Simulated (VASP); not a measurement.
Wanted: the native input for a VASP 6.6.1 run.

| Property | Result |
| --- | --- |
| Task | single point |
| Functional | PBE |
| Potentials or basis | VASP PAW PBE potentials, release 64 (Al, Cu) |
| Cutoff | 520 eV |
| k mesh | 2 × 2 × 1 |
| Occupations | fermi-dirac, width 0.1 eV |
| Spin | no spin polarisation |
| Dipole correction | no |
| Further INCAR settings | LREAL = Auto; ALGO = Normal; EDIFF = 1e-06; NBANDS = 60 |

The structure of Al24Cu lies in POSCAR:

```
Al24Cu
1.0
    5.7275650000      0.0000000000      0.0000000000
    4.2956740000      7.4403250000      0.0000000000
    0.0000000000      0.0000000000     20.0148060000
Al Cu
24 1
Direct
    0.0000000000      0.0000000000      0.0499630124
    0.5000030554      0.0000000000      0.0499630124
    0.0000023532      0.3333322133      0.0499630124
    0.5000054086      0.3333322133      0.0499630124
    0.0000047063      0.6666644266      0.0499630124
    0.5000077617      0.6666644266      0.0499630124
    0.2071892535      0.1072264988      0.1830744700
    0.7342113652      0.0855876591      0.1830344996
    0.1871482749      0.4428166780      0.1625996275
    0.7260140555      0.4197262888      0.1748605507
    0.1766818453      0.7843340177      0.1768340897
    0.6830486418      0.7605312940      0.1806312787
   -0.2054328499      0.2078672639      0.3389490760
    0.3227136328      0.1785137074      0.3238852278
   -0.1208419780      0.4886614496      0.2980993171
    0.3618599112      0.5326111427      0.2912294029
   -0.1637493988      0.8556481068      0.2989636772
    0.2968625224      0.8773944687      0.3141924034
    0.0085700766     -0.0680884236      0.4420477520
    0.5439274399     -0.1279379597      0.4522152251
    0.0114919670      0.2148158851      0.4561223326
    0.4266296127      0.2508223767      0.4817933284
    0.0549136190      0.6236689930      0.4121948522
    0.5664407623      0.5253130744      0.4238012599
    0.9113730755      0.5001663234      0.4995601756
```

One way to write it, as run:

INCAR

```
SYSTEM = Al24Cu
ALGO = Normal
EDIFF = 1E-6
ENCUT = 520
GGA = PE
ISIF = 2
ISMEAR = -1
LASPH = .True.
LCHARG = .False.
LREAL = Auto
LWAVE = .False.
NBANDS = 60
NELM = 60
PREC = Accurate
SIGMA = 0.1
```

KPOINTS

```
k-points
0
Gamma
  2 2 1
  0 0 0
```

Potentials or basis: VASP PAW PBE potentials, release 64 (Al, Cu).

The run is started by

```sh
$ cat potpaw_PBE.64/Al/POTCAR potpaw_PBE.64/Cu/POTCAR > POTCAR
$ mpirun -np 1 vasp_std > vasp.out
```

It gave:

```
Largest force : 1.095 eV/Å
```

Caveat: the k points lie up to 0.63 Å⁻¹ apart.

Wall time 21 min on 1 thread of AMD EPYC 7R13, with other jobs on the host, peak memory 0.87 GiB.
